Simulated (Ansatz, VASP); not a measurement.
**One calculation of As3F, two programs**

File INCAR:

```
  ALGO = Normal
  EDIFF = 1E-7
  ENCUT = 520
  GGA = PE
  ISIF = 2
  ISMEAR = 0
  LASPH = T
  LCHARG = F
  LREAL = F
  LWAVE = F
  NBANDS = 19
  NELM = 100
  PREC = Accurate
  SIGMA = 0.1
```

KPOINTS

```
k-points
0
Gamma
  6 6 6
```

The input POSCAR:

```
As3F
1.0
   -2.0170025377      2.0170025377      4.5055121621
    2.0170025377     -2.0170025377      4.5055121621
    2.0170025377      2.0170025377     -4.5055121621
As F
3 1
Direct
    0.5000000000      0.5000000000      0.0000000000
    0.2500000000      0.7500000000      0.5000000000
    0.7500000000      0.2500000000      0.5000000000
    0.0000000000      0.0000000000      0.0000000000
```

Input for Ansatz:

```yaml
crystal:
  lattice:
    - [-2.0170025377, 2.0170025377, 4.5055121621]
    - [2.0170025377, -2.0170025377, 4.5055121621]
    - [2.0170025377, 2.0170025377, -4.5055121621]
  atoms:
    - { symbol: As, position: [0.5, 0.5, 0.0] }
    - { symbol: As, position: [0.25, 0.75, 0.5] }
    - { symbol: As, position: [0.75, 0.25, 0.5] }
    - { symbol: F, position: [0.0, 0.0, 0.0] }
basis:
  ecutwfc: 420
kpoints:
  mp_grid: { grid: [6, 6, 6] }
hamiltonian:
  xc: pbe
scf:
  occupations: { method: gaussian, width: 0.1 }
  lower_state_search: "off"
output:
  forces: true
  stress: true
  eigenvalues: true
```

Alike in both runs: task single point; functional PBE; k mesh 6 × 6 × 6; occupations gaussian, width 0.1 eV; no spin polarisation.

|  | VASP | Ansatz |
| --- | --- | --- |
| version | VASP 6.6.1 | Ansatz 0.2.0 |
| potentials or method | VASP PAW PBE potentials, release 64 (As, F), cutoff 520 eV | scalar-relativistic, plane waves, PAW |
| valence electrons in the cell | 22 | 52 |

```csv
,VASP,Ansatz,Ansatz less VASP
gap on the k mesh at the Fermi level (eV),none,none,-
pressure (GPa),-6.9,-6.8,+0.08
"traceless stress, the component that is largest in VASP (GPa)",-1.88,-1.86,+0.021
```

A gap of «none» marks a metal or a gap that the smearing closes. VASP's potentials hold 22 valence electrons a cell and Ansatz's 52, so a difference there can come from the potentials and not from the codes.

The k mesh is coarse, so the values compare programs but aren't converged.
